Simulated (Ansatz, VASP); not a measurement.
One calculation of Al2Au, two programs

```xyz
3
Lattice="0.0000 3.0017 3.0017 3.0017 0.0000 3.0017 3.0017 3.0017 0.0000" Properties=species:S:1:pos:R:3 pbc="T T T"
Al    1.5009    1.5009    1.5009
Al    4.5026    4.5026    4.5026
Au    0.0000    0.0000    0.0000
```

Alike in both runs: functional PBEsol; k mesh 9 × 9 × 9; occupations fermi-dirac, width 0.1 eV; no spin polarisation.

Ansatz relaxed the structure, and its values are those at the end. VASP's run is a single point on that final structure, the one shown.

|  | VASP | Ansatz |
| --- | --- | --- |
| version | VASP 6.6.1 | Ansatz 0.2.0 |
| potentials or method | VASP PAW PBE potentials, release 64 (Al, Au), cutoff 520 eV | PAW plane waves |
| valence electrons in the cell | 17 | 25 |

Ansatz gave:

| Item | Value |
| --- | --- |
| gap on the k mesh at the Fermi level (eV) | none |
| pressure (GPa) | 0.0 |

Question: Estimate VASP's values.

Answer: gap on the k mesh at the Fermi level (eV): none; pressure (GPa): -0.2.

VASP's potentials were made for PBE, not for PBEsol, and Ansatz warns of the same on its side. A gap of «none» marks a metal or a gap that the smearing closes. With one functional, cell and mesh, what is left measures potentials, basis and numerics. VASP's potentials hold 17 valence electrons a cell and Ansatz's 25, so a difference there can come from the potentials and not from the codes.

Spin-orbit coupling is off throughout.
